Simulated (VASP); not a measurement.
# C (Fmmm) in VASP: single point with PBEsol

Aim: the single point of C with PBEsol.

Program: VASP 6.6.1. These are calculated values, not measurements. Logs are shortened: lines on timing, memory, paths and dates and some standing lists are left out, and cuts for length are marked.

### Step 1. The cell of the first run

It takes space group Fmmm (No. 69, orthorhombic). Conventional cell: a = 2.456 Å, b = 4.254 Å, c = 6.696 Å, α = 90.00°, β = 90.00°, γ = 90.00°. Within 1.9 Å of C (site symmetry m2m) lie 3 C at 1.42 Å.

### Step 2. Single point, PBEsol

The input, INCAR:

```
PREC = Accurate
ENCUT = 520
EDIFF = 1E-6
ISMEAR = -1
SIGMA = 0.1
LREAL = False
LASPH = True
NELM = 80
ALGO = Normal
ISIF = 2
LWAVE = False
LCHARG = True
GGA = PS
LELF = True
LVHAR = True
NBANDS = 11
```

The input, KPOINTS:

```
Automatic mesh
0
Gamma
  16 16 16
```

The input, POSCAR:

```
C
1.0
    0.0000000000      2.1270000000      3.3480000000
    1.2280000000      0.0000000000      3.3480000000
    1.2280000000      2.1270000000      0.0000000000
C
2
Direct
    0.1666666667      0.8333333333      0.1666666667
    0.8333333333      0.1666666667      0.8333333333
```

Potentials or basis: VASP PAW PBE potentials, release 64 (C).

On the command line:

```
$ cat potpaw_PBE.64/C/POTCAR > POTCAR
$ mpirun -np 1 vasp_std > vasp.out
```

OUTCAR:

```text
PREC = Accurate
   ENCUT = 520
   EDIFF = 1E-6
   ISMEAR = -1
   LREAL = False
   LASPH = True
   NELM = 80
   ISIF = 2
   GGA = PS

 ion  position               nearest neighbor table
   1  0.167  0.833  0.167-   2 1.42   2 1.42   2 1.42
   2  0.833  0.167  0.833-   1 1.42   1 1.42   1 1.42

  LATTYP: Found a face centered orthorhombic cell.
 ALAT       =     2.4560000000
 B/A-ratio  =     1.7320846906
 C/A-ratio  =     2.7263843648

  Lattice vectors:

 A1 = (   0.0000000000,   2.1270000000,   3.3480000000)
 A2 = (   1.2280000000,   0.0000000000,   3.3480000000)
 A3 = (   1.2280000000,   2.1270000000,   0.0000000000)

Analysis of symmetry for initial positions (statically):
=====================================================================
 Subroutine PRICEL returns:
 Original cell was already a primitive cell.

 Routine SETGRP: Setting up the symmetry group for a
 face centered orthorhombic supercell.

 Subroutine GETGRP returns: Found  8 space group operations
 (whereof  8 operations were pure point group operations)
 out of a pool of  8 trial point group operations.

The static configuration has the point symmetry D_2h.

Analysis of symmetry for dynamics (positions and initial velocities):
=====================================================================
 Subroutine PRICEL returns:
 Original cell was already a primitive cell.

 Routine SETGRP: Setting up the symmetry group for a
 face centered orthorhombic supercell.

 Subroutine GETGRP returns: Found  8 space group operations
 (whereof  8 operations were pure point group operations)
 out of a pool of  8 trial point group operations.

The dynamic configuration has the point symmetry D_2h.

 Subroutine INISYM returns: Found  8 space group operations
 (whereof  8 operations are pure point group operations),
 and found     1 'primitive' translations

----------------------------------------------------------------------------------------

                                     Primitive cell

  volume of cell :      17.4897

  direct lattice vectors                    reciprocal lattice vectors
     0.000000000  2.127000000  3.348000000    -0.407166124  0.235072873  0.149342891
     1.228000000  0.000000000  3.348000000     0.407166124 -0.235072873  0.149342891
     1.228000000  2.127000000  0.000000000     0.407166124  0.235072873 -0.149342891
[... 89 lines left out ...]
   NFREE  =      0    steps in history (QN), initial steepest desc. (CG)
   ISIF   =      2    stress and relaxation
   ISYM   =      2    0-nonsym 1-usesym 2-fastsym
   POTIM  = 0.5000    time-step for ionic-motion
   TEBEG  =    0.0;   TEEND  =   0.0 temperature during run
   PSTRESS=    0.0 pullay stress
   NELECT =       8.0000    total number of electrons
   NUPDOWN=      -1.0000    fix difference up-down
   EMIN   =  10.00;   EMAX   =-10.00  energy-range for DOS
   EFERMI =   0.00;   METHOD = LEGACY
   ISMEAR =    -1;   SIGMA  =   0.10  broadening in eV -4-tet -1-fermi 0-gaus
   EFERMI_NEDOS =   21; number of points for ismear=-14 and -15
   IALGO  =     38    algorithm
   IMIX   =      4    mixing-type and parameters
     AMIX     =   0.40;   BMIX     =  1.00
     AMIX_MAG =   1.60;   BMIX_MAG =  1.00
  volume/ion in A,a.u.               =       8.74        59.01
  Fermi-wavevector in a.u.,A,eV,Ry     =   1.261376  2.383654 21.647797  1.591068
  Thomas-Fermi vector in A             =   2.394838
   LORBIT       =      0    0 simple, 1 ext, 2 COOP (PROOUT), +10 PAW based schemes
   GGA     = PS    functional components
   LHFCALC =     F    Hartree Fock is set to
   AEXX    =    0.0000 exact exchange contribution
   IVDW    =     0    specifies the selected vdW correction
   LEPSILON=     F    determine dielectric tensor
   LRPA    =     F    only Hartree local field effects (RPA)
 non-spin polarized calculation
  energy-cutoff  :      520.00
  volume of cell :       17.49
 maximum number of plane-waves:       499
 NGX is ok and might be reduce to    30
   NGX = 15   NGY = 13   NGZ =  9

 number of electron       8.0000000 magnetization

 Free energy of the ion-electron system (eV)
  ---------------------------------------------------
  ext. energy  EPLUGINS =         0.00000000
  ---------------------------------------------------
  free energy    TOTEN  =       -19.28156033 eV

  energy without entropy =      -19.28067559  energy(sigma->0) =      -19.28111796

 E-fermi :   4.6644     XC(G=0): -10.5829

 val. band max:        4.4790886223   @ k =   0.4375  -0.1875   0.3125
 cond. band min:       4.6696983314   @ k =   0.0000   0.3125   0.3125
 fundamental gap:      0.1906097091
 Fermi energy:         4.6644110919

 k-point     1 :       0.0000    0.0000    0.0000
  band No.  band energies     occupation
      1     -15.0213      2.00000
      2      -1.9399      2.00000
      3       1.7136      2.00000
      4       1.7395      2.00000
      5       8.7068      0.00000
      6      13.0629      0.00000
      7      13.1364      0.00000
      8      16.2348      0.00000
      9      17.6686      0.00000
     10      27.1626      0.00000
     11      30.2248      0.00000
[... 309 lines left out ...]
 k-point    24 :      -0.0625    0.0625    0.0000
  band No.  band energies     occupation
      1     -14.6459      2.00000
      2      -1.5131      2.00000
      3       0.3577      2.00000
      4       1.0030      2.00000
      5       9.1606      0.00000
      6      13.1944      0.00000
      7      14.6084      0.00000
      8      14.8965      0.00000
      9      18.3964      0.00000
     10      27.1454      0.00000
     11      28.3587      0.00000

 [... further k-points ...]

------------------------ aborting loop because EDIFF is reached ----------------------------------------

  FORCE on cell =-STRESS in cart. coord.  units (eV):
  Direction    XX          YY          ZZ          XY          YZ          ZX
  --------------------------------------------------------------------------------------
  -------------------------------------------------------------------------------------
  Total        0.2867462      0.2170379      0.1895261     -0.0000000      0.0000000      0.0000000
  in kB       26.2679954     19.8822169     17.3619389     -0.0000000      0.0000000      0.0000000
  external PRESSURE =      21.1707171 kB  Pullay stress =       0.0000000 kB

 VOLUME and BASIS-vectors are now :
 -----------------------------------------------------------------------------
  energy-cutoff  :      520.00
  volume of cell :       17.49
      direct lattice vectors                 reciprocal lattice vectors
     0.000000000  2.127000000  3.348000000    -0.407166124  0.235072873  0.149342891
     1.228000000  0.000000000  3.348000000     0.407166124 -0.235072873  0.149342891
     1.228000000  2.127000000  0.000000000     0.407166124  0.235072873 -0.149342891

 POSITION                                       TOTAL-FORCE (eV/Angst)
 -----------------------------------------------------------------------------------
      1.22800      0.70900      3.34800         0.000000     -0.004249      0.000000
      1.22800      3.54500      3.34800         0.000000      0.004249      0.000000
 -----------------------------------------------------------------------------------
    total drift:                               -0.000000     -0.000000     -0.000000

  FREE ENERGIE OF THE ION-ELECTRON SYSTEM (eV)
  ---------------------------------------------------
  free  energy   TOTEN  =       -19.2815603281 eV

  energy  without entropy=      -19.2806755936  energy(sigma->0) =      -19.28111796
```

stdout:

```text
POSCAR found type information on POSCAR C
 POSCAR found :  1 types and       2 ions
 scaLAPACK will be used
 -----------------------------------------------------------------------------
|                                                                             |
|                                                                             |
|     You enforced a specific xc type in the INCAR file but a different       |
|     I HOPE YOU KNOW WHAT YOU ARE DOING!                                     |
|                                                                             |
 -----------------------------------------------------------------------------

 LDA part: xc-table for (Slater+PW92), standard interpolation
 POSCAR, INCAR and KPOINTS ok, starting setup
 FFT: planning ... GRIDC
 FFT: planning ... GRID_SOFT
 FFT: planning ... GRID
 WAVECAR not read
 entering main loop
```

Wall time 2.8 min (1 thread of Intel Xeon 8259CL, shared host); peak memory 0.21 GiB.

Results:

| Property | Result |
| --- | --- |
| Free energy | -19.2816 eV |
| Pressure | 2.1 GPa |
| Largest force | 0.004 eV/Å |

Forces in eV/Å, atoms in the order of the input:
```
C    0.000 -0.004  0.000
C    0.000  0.004  0.000
```

Caveat: this functional lacks dispersion, which binds the layers, so the pressure and a relaxed spacing across them are unreliable; the PAW data sets were made with another functional, which shifts forces and pressure a little.
